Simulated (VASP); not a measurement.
Write the native input for VASP 6.6.1 that does the following.

| Property | Result |
| --- | --- |
| Task | single point |
| Functional | PBE |
| Potentials or basis | VASP PAW PBE potentials, release 64 (Ta_sv_GW, N) |
| Cutoff | 700 eV |
| k mesh | 14 × 14 × 10 |
| Occupations | gaussian, width 0.15 eV |
| Spin | no spin polarisation |
| Dipole correction | no |
| Further INCAR settings | ALGO = Normal; EDIFF = 1e-06; NBANDS = 26 |

The structure of TaN lies in POSCAR:

```
TaN
1.0
    0.0000000000     -2.2081122572     -2.2081122572
    0.0000000000      2.2081122572     -2.2081122572
    4.4162245144      0.0000000000      0.0000000000
Ta N
2 2
Direct
    0.5000000000      0.5000000000     -0.0068336334
    0.0000000000      0.0000000000      0.5068336334
    0.5000000000      0.5000000000      0.4845569446
    0.0000000000      0.0000000000      0.0154430554
```

This cell differs from its parent crystal: atoms displaced along a vibrational mode.

One way to write it, as run:

INCAR

```
SYSTEM = TaN
  PREC = Accurate
  ENCUT = 700
  EDIFF = 1E-6
  ISMEAR = 0
  SIGMA = 0.15
  LREAL = .FALSE.
  LASPH = .TRUE.
  NELM = 120
  ALGO = Normal
  ISIF = 2
  LWAVE = .FALSE.
  LCHARG = .FALSE.
  GGA = PE
  NBANDS = 26
  GGA_COMPAT = .FALSE.
```

KPOINTS

```
Automatic mesh
0
G
  14 14 10
  0 0 0
```

Potentials or basis: VASP PAW PBE potentials, release 64 (Ta_sv_GW, N).

Run with:

```bash
$ cat potpaw_PBE.64/Ta_sv_GW/POTCAR potpaw_PBE.64/N/POTCAR > POTCAR
$ mpirun -np 1 vasp_std > vasp.out
```

Results of the run:

The pressure is 0.1 GPa, the largest force is 1.018 eV/Å and the band gap on the k mesh is zero (bands 18 and 19 overlap by 3.81 eV).

Caveat: the cell differs from its parent crystal (atoms displaced along a vibrational mode); spin-orbit coupling is left out, which moves the levels of the heavy elements; forces of over 1 eV/Å act on the atoms, so gaps and moduli don't describe the material at rest.

Run time: 2.7 min on 1 thread of AMD EPYC 9R45 96-Core Processor (Zen 5), with other jobs on the host, peak memory 0.41 GiB.
